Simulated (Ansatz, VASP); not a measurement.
# One calculation of Cr, two programs

File INCAR:

```
ALGO     = Normal         # electronic algorithm
EDIFF    = 1E-7           # SCF threshold, eV
ENCUT    = 520            # plane-wave cutoff, eV
GGA      = PE             # functional
ISIF     = 2              # what is computed and relaxed
ISMEAR   = -1             # smearing method
ISPIN    = 2              # spin polarisation
LASPH    = True           # aspherical terms in the spheres
LCHARG   = True           # write CHGCAR
LELF     = True           # ELF
LMAXMIX  = 4              # l up to which the mixer works
LORBIT   = 11             # projections on sites
LREAL    = False          # projectors in reciprocal space
LVHAR    = True         
LWAVE    = False          # write WAVECAR
MAGMOM   = 3 3 3 -3       # initial moments
NBANDS   = 36             # bands
NELM     = 150            # most SCF steps
PREC     = Accurate       # precision mode
SIGMA    = 0.05           # smearing width, eV
```

File KPOINTS:

```
k-points
0
Gamma
  10 10 10
```

POSCAR

```
Cr
1.0
    2.9688993551      2.9688993551      0.0000000000
    2.9688993551      0.0000000000      2.9688993551
    2.9688993551      0.0000000000     -2.9688993551
Cr
4
Direct
    0.0000000000      0.0000000000      0.0000000000
    0.0000000000      0.5000000000      0.5000000000
    0.5000000000      0.2500000000      0.7500000000
    0.5000000000      0.7500000000      0.2500000000
```

Input for Ansatz:

```yaml
crystal:
  lattice:
    - [2.9688993551, 2.9688993551, 0.0]
    - [2.9688993551, 0.0, 2.9688993551]
    - [2.9688993551, 0.0, -2.9688993551]
  atoms:
    - { symbol: Cr, position: [0.0, 0.0, 0.0], spin: 3.0 }
    - { symbol: Cr, position: [0.0, 0.5, 0.5], spin: 3.0 }
    - { symbol: Cr, position: [0.5, 0.25, 0.75], spin: 3.0 }
    - { symbol: Cr, position: [0.5, 0.75, 0.25], spin: -3.0 }
magnetization:
  spin_polarized: true
kpoints:
  mp_grid: { grid: [10, 10, 10] }
scf:
  occupations: { method: fermi_dirac, width: 0.05 }
  lower_state_search: "off"
hamiltonian:
  xc: pbe
  pseudopotentials: { kind: paw }
output:
  forces: true
  stress: true
  eigenvalues: true
  populations: true
```

Alike in both runs: task single point; functional PBE; k mesh 10 × 10 × 10; occupations fermi-dirac, width 0.05 eV; collinear spin.

|  | VASP | Ansatz |
| --- | --- | --- |
| version | VASP 6.6.1 | Ansatz 0.2.0 |
| potentials or method | VASP PAW PBE potentials, release 64 (Cr_pv) | PAW with Ansatz's default frozen-core files, scalar-relativistic |
| plane-wave cutoff (eV) | 520 | 420 |
| valence electrons in the cell | 48 | 56 |

```tsv
	VASP	Ansatz	Ansatz less VASP
pressure (GPa)	-13.1	-13.4	-0.29
net moment per atom (μB)	0.00	0.00	0.000
size of the moment on the site where the two differ most (μB)	1.82	1.70	-0.117
```

Site moments also hang on the region over which each program counts them. The functional is the same, so the differences come from potentials, cutoffs and numerics. VASP's potentials hold 48 valence electrons a cell and Ansatz's 56, so a difference there can come from the potentials and not from the codes. Ansatz's warnings: seeded moment not kept.
